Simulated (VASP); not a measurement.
Wanted: the native input for a VASP 6.6.1 run.

| Quantity | Value |
| --- | --- |
| Task | single point |
| Functional | PBEsol |
| Potentials or basis | VASP PAW PBE potentials, release 64 (Mo_sv, Si) |
| Cutoff | 520 eV |
| k mesh | 12 × 12 × 12 |
| Occupations | gaussian, width 0.15 eV |
| Spin | collinear spin |
| Starting moments | [1.0, 0.0, 0.0] μB |
| Fixed moment | 1 μB |
| Dipole correction | no |
| Further INCAR settings | ALGO = Normal; EDIFF = 1e-07; NBANDS = 22 |

The structure of Si2Mo lies in POSCAR:

```
Si2Mo
1.0
   -1.6210550461      1.6210550461      3.9822230367
    1.6210550461     -1.6210550461      3.9822230367
    1.6210550461      1.6210550461     -3.9822230367
Mo Si
1 2
Direct
    0.0000000000      0.0000000000      0.0000000000
    0.6670000000      0.6670000000      0.0000000000
    0.3330000000      0.3330000000      0.0000000000
```

These files were run (other wordings do the same):

INCAR

```
  ALGO = Normal
  EDIFF = 1E-7
  ENCUT = 520
  GGA = PS
  ISIF = 2
  ISMEAR = 0
  ISPIN = 2
  LASPH = T
  LCHARG = T
  LELF = T
  LMAXMIX = 4
  LORBIT = 11
  LREAL = F
  LVHAR = T
  LWAVE = F
  MAGMOM = 1 0 0
  NBANDS = 22
  NELM = 150
  NUPDOWN = 1.0
  PREC = Accurate
  SIGMA = 0.15
```

KPOINTS

```
k-points
0
Gamma
  12 12 12
```

Potentials or basis: VASP PAW PBE potentials, release 64 (Mo_sv, Si).

Command:

```sh
$ cat potpaw_PBE.64/Mo_sv/POTCAR potpaw_PBE.64/Si/POTCAR > POTCAR
$ mpirun -np 1 vasp_std > vasp.out
```

Results of the run:

```json
{
  "Pressure": "-5.2 GPa",
  "Largest force": "0.022 eV/Å",
  "Net moment": "1.00 μB per cell",
  "Site moments": "Mo +0.68; Si +0.05 μB",
  "Valence electrons inside the program's atomic spheres": "Mo 12.56; Si 1.61"
}
```

Caveat: the cell stands under tension; the PAW data sets were made with another functional, which shifts forces and pressure a little; the total moment is fixed, so each spin has its own Fermi level and the state may be an excited one.

Wall time 14 min on 1 thread of Oxide Virtual Turin-like Processor, with other jobs on the host, peak memory 0.36 GiB.
